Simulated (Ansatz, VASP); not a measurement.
MgS: VASP beside Ansatz

File INCAR:

```
PREC = Accurate
ENCUT = 600
EDIFF = 1E-6
ISMEAR = 0
SIGMA = 0.1
LREAL = F
LASPH = T
NELM = 120
ALGO = Normal
ISIF = 2
LWAVE = F
LCHARG = T
GGA = PE
IVDW = 13
LELF = T
LVHAR = T
NBANDS = 11
GGA_COMPAT = F
```

File KPOINTS:

```
regular mesh
0
Gamma
  8 8 8
```

File POSCAR:

```
MgS
1.0
    0.0000000000      2.8331200468      2.8331200468
    2.8331200468      0.0000000000      2.8331200468
    2.8331200468      2.8331200468      0.0000000000
Mg S
1 1
Direct
    0.0000000000      0.0000000000      0.0000000000
    0.7500000000      0.7500000000      0.7500000000
```

Input for Ansatz:

```yaml
crystal:
  lattice:
    - [0.0, 2.8331200468, 2.8331200468]
    - [2.8331200468, 0.0, 2.8331200468]
    - [2.8331200468, 2.8331200468, 0.0]
  atoms:
    - { symbol: Mg, position: [0.0, 0.0, 0.0] }
    - { symbol: S, position: [0.75, 0.75, 0.75] }
basis:
  ecutwfc: 420
kpoints:
  mp_grid: { grid: [8, 8, 8] }
hamiltonian:
  xc: pbe
  dispersion: d4
scf:
  occupations: { method: gaussian }
output:
  forces: true
  stress: true
  eigenvalues: true
```

Alike in both runs: task single point; functional PBE; dispersion D4; k mesh 8 × 8 × 8; no spin polarisation.

|  | VASP | Ansatz |
| --- | --- | --- |
| version | VASP 6.6.1 | Ansatz 0.2.0 |
| potentials or method | VASP PAW PBE potentials, release 64 (Mg, S), cutoff 600 eV | scalar-relativistic, plane waves, PAW |
| occupations | gaussian, width 0.1 eV | gaussian |
| valence electrons in the cell | 8 | 16 |

VASP gave:

| Quantity | Value |
| --- | --- |
| gap on the k mesh at the Fermi level (eV) | 3.45 |
| least direct gap on the mesh (eV) | 3.45 |
| pressure (GPa) | -1.0 |

Problem. Estimate Ansatz's values.

Solution. gap on the k mesh at the Fermi level (eV): 3.45; least direct gap on the mesh (eV): 3.45; pressure (GPa): -0.9.

VASP's potentials hold 8 valence electrons a cell and Ansatz's 16, so a difference there can come from the potentials and not from the codes.
